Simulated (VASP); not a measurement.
Crystal: RbBr.

```
Rb Br
1.0
     4.12425    0.00000    0.00000
     0.00000    4.12425    0.00000
     0.00000    0.00000    4.12425
Rb Br
1 1
Direct
  0.00000 0.00000 0.00000
  0.50000 0.50000 0.50000
```

Base run:

| Item | Value |
| --- | --- |
| Program | VASP 6.6.1 |
| Functional | r2SCAN |
| Potentials or basis | VASP PAW PBE potentials, release 64 (Rb_sv, Br) |
| Cutoff | 520 eV |
| k mesh | 6 × 6 × 6 |
| Occupations | gaussian, width 0.01 eV |
| Spin | no spin polarisation |

Its results: band gap on the k mesh 4.84 eV, indirect (least direct gap 4.99 eV); pressure 0.1 GPa.

Problem. The run is repeated on the same cell with these changes: functional from r2SCAN to PBE. What comes out?

Solution. Band gap on the k mesh 4.09 eV, indirect (least direct gap 4.24 eV); pressure 0.9 GPa.

r2SCAN gives the wider gap, since meta-GGAs in the generalised Kohn-Sham scheme recover part of the derivative discontinuity.

Caveats: the PAW data sets were made with another functional, which shifts forces and pressure a little (some runs).

A k mesh can miss the band edges.
